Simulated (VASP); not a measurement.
# SnP5 (P6/mmm) in VASP: a series of runs, part 2 of 2

VASP 6.6.1.

### Step 4. Relaxation of cell and atoms, PBE

This run uses another cell than the first one, of 19.43 Å³/atom.

INCAR reads:

```
SYSTEM = SnP5
PREC     = Accurate       ! precision mode
ENCUT    = 500            ! plane-wave cutoff, eV
EDIFF    = 1E-7           ! SCF threshold, eV
ISMEAR   = 0              ! smearing method
SIGMA    = 0.1            ! smearing width, eV
LREAL    = .False.        ! projectors in reciprocal space
LASPH    = .True.         ! aspherical terms in the spheres
NELM     = 120            ! most SCF steps
ALGO     = Normal         ! electronic algorithm
ISIF     = 3              ! what is computed and relaxed
LWAVE    = .False.        ! write WAVECAR
LCHARG   = .False.        ! write CHGCAR
GGA      = PE             ! functional
IBRION   = 2              ! ionic algorithm
NSW      = 90             ! ionic steps
EDIFFG   = -0.04          ! ionic threshold
GGA_COMPAT= .False.      
NELMIN   = 4
```

KPOINTS reads:

```
Automatic mesh
0
Gamma
  6 6 4
  0 0 0
```

POSCAR reads:

```
SnP5
1.0
    5.5403905700      0.0000000000      0.0000000000
   -2.7701952800      4.7981189800      0.0000000000
    0.0000000000      0.0000000000      4.3859385400
Sn P
1 5
Direct
    0.0000000000      0.0000000000      0.0000000000
    0.5000000000      0.0000000000      0.5000000000
    0.5000000000      0.5000000000      0.5000000000
    0.0000000000      0.5000000000      0.5000000000
    0.3333333300      0.6666666700      0.0000000000
    0.6666666700      0.3333333300      0.0000000000
```

Potentials or basis: VASP PAW PBE potentials, release 64 (Sn_d, P).

The run is started by

```bash
> cat potpaw_PBE.64/Sn_d/POTCAR potpaw_PBE.64/P/POTCAR > POTCAR
> mpirun -np 1 vasp_std > vasp.out
```

OUTCAR:

```text
SYSTEM = SnP5
   PREC = Accurate
   ENCUT = 500
   EDIFF = 1E-7
   ISMEAR = 0
   LREAL = .False.
   LASPH = .True.
   NELM = 120
   ISIF = 3
   GGA = PE
   IBRION = 2
   NSW = 90
   EDIFFG = -0.04
   NELMIN = 4

 ion  position               nearest neighbor table
   1  0.000  0.000  0.000-   5 3.20   6 3.20   5 3.20   6 3.20   6 3.20   5 3.20
   2  0.500  0.000  0.500-   5 2.71   6 2.71   5 2.71   6 2.71   3 2.77   3 2.77   4 2.77   4 2.77

   3  0.500  0.500  0.500-   5 2.71   6 2.71   5 2.71   6 2.71   2 2.77   2 2.77   4 2.77   4 2.77

   4  0.000  0.500  0.500-   5 2.71   6 2.71   5 2.71   6 2.71   3 2.77   3 2.77   2 2.77   2 2.77

   5  0.333  0.667  0.000-   2 2.71   2 2.71   4 2.71   4 2.71   3 2.71   3 2.71   1 3.20   1 3.20
                             1 3.20
   6  0.667  0.333  0.000-   2 2.71   2 2.71   4 2.71   4 2.71   3 2.71   3 2.71   1 3.20   1 3.20
                             1 3.20

  LATTYP: Found a hexagonal cell.
 ALAT       =     5.5403905700
 C/A-ratio  =     0.7916298471

  Lattice vectors:

 A1 = (   5.5403905700,   0.0000000000,   0.0000000000)
 A2 = (  -2.7701952800,   4.7981189800,   0.0000000000)
 A3 = (   0.0000000000,   0.0000000000,   4.3859385400)

Analysis of symmetry for initial positions (statically):
=====================================================================
 Subroutine PRICEL returns:
 Original cell was already a primitive cell.

 Routine SETGRP: Setting up the symmetry group for a
 hexagonal supercell.

 Subroutine GETGRP returns: Found 24 space group operations
 (whereof 24 operations were pure point group operations)
 out of a pool of 24 trial point group operations.

The static configuration has the point symmetry D_6h.

Analysis of symmetry for dynamics (positions and initial velocities):
=====================================================================
 Subroutine PRICEL returns:
 Original cell was already a primitive cell.

 Routine SETGRP: Setting up the symmetry group for a
 hexagonal supercell.

 Subroutine GETGRP returns: Found 24 space group operations
[... 117 lines left out ...]
   PSTRESS=    0.0 pullay stress
   NELECT =      39.0000    total number of electrons
   NUPDOWN=      -1.0000    fix difference up-down
   EMIN   =  10.00;   EMAX   =-10.00  energy-range for DOS
   EFERMI =   0.00;   METHOD = LEGACY
   ISMEAR =     0;   SIGMA  =   0.10  broadening in eV -4-tet -1-fermi 0-gaus
   EFERMI_NEDOS =   21; number of points for ismear=-14 and -15
   IALGO  =     38    algorithm
   IMIX   =      4    mixing-type and parameters
     AMIX     =   0.40;   BMIX     =  1.00
     AMIX_MAG =   1.60;   BMIX_MAG =  1.00
  volume/ion in A,a.u.               =      19.43       131.14
  Fermi-wavevector in a.u.,A,eV,Ry     =   1.136419  2.147520 17.571211  1.291448
  Thomas-Fermi vector in A             =   2.273124
   LORBIT       =      0    0 simple, 1 ext, 2 COOP (PROOUT), +10 PAW based schemes
   GGA     = PE    functional components
   LHFCALC =     F    Hartree Fock is set to
   AEXX    =    0.0000 exact exchange contribution
   IVDW    =     0    specifies the selected vdW correction
   LEPSILON=     F    determine dielectric tensor
   LRPA    =     F    only Hartree local field effects (RPA)
 conjugate gradient relaxation of ions
 non-spin polarized calculation
 Gauss-broadening in eV      SIGMA  =   0.10
  energy-cutoff  :      500.00
  volume of cell :      116.59
 maximum number of plane-waves:      3004
   NGX = 21   NGY = 21   NGZ = 15

--------------------------------------- Ionic step        1  -------------------------------------------

 number of electron      39.0000007 magnetization

 Free energy of the ion-electron system (eV)
  ---------------------------------------------------
  ext. energy  EPLUGINS =         0.00000000
  ---------------------------------------------------
  free energy    TOTEN  =       -26.67064941 eV

  energy without entropy =      -26.64123568  energy(sigma->0) =      -26.65594255

------------------------ aborting loop because EDIFF is reached ----------------------------------------

  FORCE on cell =-STRESS in cart. coord.  units (eV):
  Direction    XX          YY          ZZ          XY          YZ          ZX
  --------------------------------------------------------------------------------------
  -------------------------------------------------------------------------------------
  Total       -4.3659141     -4.3659141     -7.3046815     -0.0000000      0.0000000      0.0000000
  in kB      -59.9945543    -59.9945543   -100.3778596     -0.0000001      0.0000000      0.0000000
  external PRESSURE =     -73.4556560 kB  Pullay stress =       0.0000000 kB
[... 147 lines left out ...]
--------------------------------------- Ionic step        5  -------------------------------------------

 number of electron      38.9999994 magnetization

 Free energy of the ion-electron system (eV)
  ---------------------------------------------------
  ext. energy  EPLUGINS =         0.00000000
  ---------------------------------------------------
  free energy    TOTEN  =       -27.02378117 eV

  energy without entropy =      -27.00528752  energy(sigma->0) =      -27.01453434

 E-fermi :   8.7483     XC(G=0): -10.9531

 val. band max:        8.7262211253   @ k =   0.3333   0.0000   0.2500
 cond. band min:       8.7768407703   @ k =   0.3333   0.0000   0.5000
 fundamental gap:      0.0506196451
 Fermi energy:         8.7482586299

 k-point     1 :       0.0000    0.0000    0.0000
  band No.  band energies     occupation
      1     -13.0496      2.00000
      2     -13.0218      2.00000
      3     -13.0218      2.00000
      4     -12.9887      2.00000
      5     -12.9887      2.00000
      6      -6.7270      2.00000
[... 568 lines left out ...]
  FREE ENERGIE OF THE ION-ELECTRON SYSTEM (eV)
  ---------------------------------------------------
  free  energy   TOTEN  =       -27.0237811722 eV

  energy  without entropy=      -27.0052875154  energy(sigma->0) =      -27.01453434

 reached required accuracy - stopping structural energy minimisation
```

CONTCAR:

```text
SnP5
   1.00000000000000
     5.3522832517181094   -0.0000000001939304    0.0000000000000000
    -2.6761416211967637    4.6352132638784322    0.0000000000000000
     0.0000000000000000    0.0000000000000000    4.1775928519425563
  Sn              P
     1     5
Direct
     1.0000000000000000    0.0000000000000000    0.0000000000000000
     0.5000000000000000    0.0000000000000000    0.5000000000000000
     0.5000000000000000    0.5000000000000000    0.5000000000000000
     1.0000000000000000    0.5000000000000000    0.5000000000000000
     0.3333333300000021    0.6666666699999979    1.0000000000000000
     0.6666666699999979    0.3333333300000021    0.0000000000000000

  0.00000000E+00  0.00000000E+00  0.00000000E+00
  0.00000000E+00  0.00000000E+00  0.00000000E+00
  0.00000000E+00  0.00000000E+00  0.00000000E+00
  0.00000000E+00  0.00000000E+00  0.00000000E+00
  0.00000000E+00  0.00000000E+00  0.00000000E+00
  0.00000000E+00  0.00000000E+00  0.00000000E+00
```

Run time: 5.5 min. Hardware: 1 thread of Intel Xeon 8259CL, shared host; peak memory 0.21 GiB.

Results:

- Free energy: -27.0238 eV
- Relaxed volume: 17.27 Å³/atom
- Relaxed cell: a = 5.352 Å, b = 5.352 Å, c = 4.178 Å, α = 90.00°, β = 90.00°, γ = 120.00°
- Space group after relaxing (to 0.1 Å): P6/mmm (No. 191)
- Energy gained by relaxing: 58.9 meV/atom
- Ionic steps: 5
- Pressure after relaxing: -0.2 GPa
- Band gap on the k mesh: zero (an odd number of electrons rules out a gap without spin polarisation)

Stress tensor (GPa, compression positive):
```
-0.12  0.00  0.00
 0.00 -0.12  0.00
 0.00  0.00 -0.34
```

The path:
```csv
step,energy change (eV),largest force (eV/Å),pressure (GPa),volume (Å³)
1,0.0000,0.0000,-7.35,116.59
2,-0.3434,0.0000,1.15,102.18
3,-0.3508,0.0000,-0.17,103.78
4,-0.3507,0.0000,-0.36,104.02
5,-0.3531,0.0000,-0.19,103.64
```

Final structure:
```cif
data_structure
_symmetry_space_group_name_H-M 'P 1'
_symmetry_Int_Tables_number 1
_cell_length_a 5.3523
_cell_length_b 5.3523
_cell_length_c 4.1776
_cell_angle_alpha 90.000
_cell_angle_beta 90.000
_cell_angle_gamma 120.000
_cell_volume 103.64
loop_
_atom_site_label
_atom_site_type_symbol
_atom_site_fract_x
_atom_site_fract_y
_atom_site_fract_z
_atom_site_occupancy
Sn1 Sn 0.00000 0.00000 0.00000 1
P1 P 0.50000 0.00000 0.50000 1
P2 P 0.50000 0.50000 0.50000 1
P3 P 0.00000 0.50000 0.50000 1
P4 P 0.33333 0.66667 0.00000 1
P5 P 0.66667 0.33333 0.00000 1
```

Levels at points of the mesh, in eV from the Fermi level:
```
           k point  band 18  band 19  band 20  band 21  band 22  band 23
(0.00, 0.00, 0.00)    -1.31    -1.12    -1.12     0.62     0.62     2.57
(0.50, 0.00, 0.00)    -1.50    -1.41    -1.40     0.32     1.24     1.77
(0.00, 0.00, 0.50)    -3.16    -1.38     1.71     1.76     3.68     4.42
(0.50, 0.00, 0.50)    -1.38    -1.03    -0.08     0.94     2.37     2.55
```

Caveat: spin-orbit coupling is left out, which moves the levels of the heavy elements; an odd number of electrons without spin polarisation forces a metal; a magnetic or distorted state may lie lower.

### Step 5. Single point, PBE

This run uses another cell than the first one, of 18.02 Å³/atom.

INCAR reads:

```
PREC     = Accurate       # precision mode
ENCUT    = 500            # plane-wave cutoff, eV
EDIFF    = 1E-6           # SCF threshold, eV
ISMEAR   = 0              # smearing method
SIGMA    = 0.1            # smearing width, eV
LREAL    = False          # projectors in reciprocal space
LASPH    = True           # aspherical terms in the spheres
NELM     = 120            # most SCF steps
ALGO     = Normal         # electronic algorithm
ISIF     = 2              # what is computed and relaxed
LWAVE    = False          # write WAVECAR
LCHARG   = False          # write CHGCAR
GGA      = PE             # functional
NBANDS   = 28             # bands
GGA_COMPAT= False
```

KPOINTS reads:

```
Automatic mesh
0
Gamma
  12 12 10
```

POSCAR reads:

```
SnP5
1.0
    6.2897353392      0.0000000000      0.0000000000
   -3.1448676696      5.4470705869      0.0000000000
    0.0000000000      0.0000000000      3.1557791648
Sn P
1 5
Direct
    0.0000000000      0.0000000000      0.0000000000
    0.5000000000      0.0000000000      0.5000000000
    0.5000000000      0.5000000000      0.5000000000
    0.0000000000      0.5000000000      0.5000000000
    0.3333333333      0.6666666667      0.0000000000
    0.6666666667      0.3333333333      0.0000000000
```

The run is started by

```bash
> cat potpaw_PBE.64/Sn_d/POTCAR potpaw_PBE.64/P/POTCAR > POTCAR
> mpirun -np 1 vasp_std > vasp.out
```

Run time: 8.7 min. Hardware: 1 thread of Intel Xeon 8259CL, shared host; peak memory 0.37 GiB.

It converged, with:

* Free energy: -28.1169 eV
* Pressure: -0.2 GPa
* Band gap on the k mesh: zero (an odd number of electrons rules out a gap without spin polarisation)

Levels at points of the mesh, in eV from the Fermi level:
```tsv
k point	band 17	band 18	band 19	band 20	band 21	band 22
(0.00, 0.00, 0.00)	-0.62	0.42	0.65	0.65	1.57	1.57
(0.50, 0.00, 0.00)	-1.66	-0.50	-0.16	0.62	0.62	1.95
(0.00, 0.00, 0.50)	-2.80	-2.80	-2.68	0.85	0.85	1.50
(0.50, 0.00, 0.50)	-3.32	-1.92	-1.83	-1.21	0.20	0.57
```

Caveat: spin-orbit coupling is left out, which moves the levels of the heavy elements; an odd number of electrons without spin polarisation forces a metal; a magnetic or distorted state may lie lower.

### Step 6. Overview

```tsv
task	cell	k mesh	gap on the mesh (eV)	pressure (GPa)
single point	a = 5.353, b = 5.353, c = 4.173 Å, angles 90.0, 90.0, 120.0°, 6 atoms	6 × 6 × 4	none	-0.1
single point	a = 5.540, b = 5.540, c = 4.386 Å, angles 90.0, 90.0, 120.0°, 6 atoms	6 × 6 × 4	none	-7.4
relaxation of cell and atoms	relaxed from a = 5.540, b = 5.540, c = 4.386 Å, angles 90.0, 90.0, 120.0°, 6 atoms	6 × 6 × 4	none	-0.2
single point	a = 6.290, b = 6.290, c = 3.156 Å, angles 90.0, 90.0, 120.0°, 6 atoms	12 × 12 × 10	none	-0.2
```

Alike in all rows: level PBE; potentials or basis VASP PAW PBE potentials, release 64 (Sn_d, P); no spin polarisation; cutoff (eV) 500; smearing gaussian 0.1 eV.

Caveats: some runs use coarse meshes; spin-orbit coupling is left out, which moves the levels of the heavy elements; an odd number of electrons without spin polarisation forces a metal; a magnetic or distorted state may lie lower; the cell stands under tension (at least some runs).

Absolute energies hang on the potentials; compare differences alone.

The gap in the log of VASP goes by the Fermi energy; the results here count the filled bands.